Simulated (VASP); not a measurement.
**Ag: single point with PBE+D3(BJ)**

Ag:

```xyz
1
Lattice="0.0000 2.0290 2.0290 2.0290 0.0000 2.0290 2.0290 2.0290 0.0000" Properties=species:S:1:pos:R:3 pbc="T T T"
Ag    0.0000    0.0000    0.0000
```

```json
{"Program": "VASP 6.6.1", "Task": "single point", "Functional": "PBE", "Dispersion": "D3(BJ)", "Potentials or basis": "VASP PAW PBE potentials, release 64 (Ag)", "Cutoff": "520 eV", "k mesh": "11 × 11 × 11", "Occupations": "fermi-dirac, width 0.05 eV", "Spin": "no spin polarisation", "Dipole correction": "no", "Further INCAR settings": "ALGO = Fast; EDIFF = 1e-07; NBANDS = 12"}
```

| Property | Result |
| --- | --- |
| Pressure | 0.8 GPa |
| Dispersion energy per atom | -0.601 eV |

Levels at points of the mesh, in eV from the Fermi level:
```
           k point  band 2  band 3  band 4  band 5  band 6  band 7  band 8  band 9  band 10  band 11
(0.00, 0.00, 0.00)   -5.13   -5.13   -5.13   -4.05   -4.05   15.83   19.53   19.53    19.53    24.39
```

Run time: 12 s on 1 thread of AMD EPYC 7R13 Processor (Zen 3), with other jobs on the host, peak memory 0.12 GiB.

Caveat: pairwise dispersion overbinds metals, which lowers pressure and volume.
